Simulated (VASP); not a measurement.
Here is a VASP 6.6.1 calculation.

Contents of INCAR:

```
PREC = Accurate
ENCUT = 600
EDIFF = 1E-6
ISMEAR = -1
SIGMA = 0.1
LREAL = F
LASPH = T
NELM = 100
ALGO = Normal
ISIF = 3
LWAVE = F
LCHARG = F
GGA = PS
IVDW = 12
IBRION = 2
NSW = 80
EDIFFG = -0.02
```

File KPOINTS:

```
Automatic mesh
0
Gamma
  7 7 7
```

File POSCAR:

```
ScPd
1.0
    3.2830000000      0.0000000000      0.0000000000
    0.0000000000      3.2830000000      0.0000000000
    0.0000000000      0.0000000000      3.2830000000
Sc Pd
1 1
Direct
    0.5000000000      0.5000000000      0.5000000000
    0.0000000000      0.0000000000      0.0000000000
```

Potentials or basis: VASP PAW PBE potentials, release 64 (Sc_sv, Pd).

Launch:

```bash
$ cat potpaw_PBE.64/Sc_sv/POTCAR potpaw_PBE.64/Pd/POTCAR > POTCAR
$ mpirun -np 1 vasp_std > vasp.out
```

Task: Estimate the relaxed cell.

Result: a = 3.228 Å, b = 3.228 Å, c = 3.228 Å, α = 90.00°, β = 90.00°, γ = 90.00°.

Task: Predict the space group after relaxing (to 0.05 Å).

Result: Pm-3m (No. 221).

Task: Estimate the dispersion energy per atom.

Result: -0.565 eV.

Final structure:
```xyz
2
Lattice="3.2283 0.0000 0.0000 0.0000 3.2283 0.0000 0.0000 0.0000 3.2283" Properties=species:S:1:pos:R:3 pbc="T T T"
Sc    1.6141    1.6141    1.6141
Pd    0.0000    0.0000    0.0000
```
